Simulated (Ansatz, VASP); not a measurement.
# Au: VASP beside Ansatz

```
Au
1.0
     0.00000    2.07888    2.07888
     2.07888    0.00000    2.07888
     2.07888    2.07888    0.00000
Au
1
Cartesian
  0.0000 0.0000 0.0000
```

Alike in both runs: functional PBE; k mesh 18 × 18 × 18; occupations gaussian, width 0.1 eV; no spin polarisation.

Ansatz relaxed the structure, and its values are those at the end. VASP's run is a single point on that final structure, the one shown.

```csv
,VASP,Ansatz
version,VASP 6.6.1,Ansatz 0.2.0
potentials or method,"VASP PAW PBE potentials, release 64 (Au), cutoff 500 eV","scalar-relativistic, all-electron LAPW"
```

```csv
,VASP,Ansatz,Ansatz less VASP
gap on the k mesh at the Fermi level (eV),none,none,-
pressure (GPa),-0.2,0.0,+0.22
```

A gap of «none» marks a metal or a gap that the smearing closes. Ansatz ran all-electron here, and VASP with PAW potentials.

Spin-orbit coupling is off throughout.
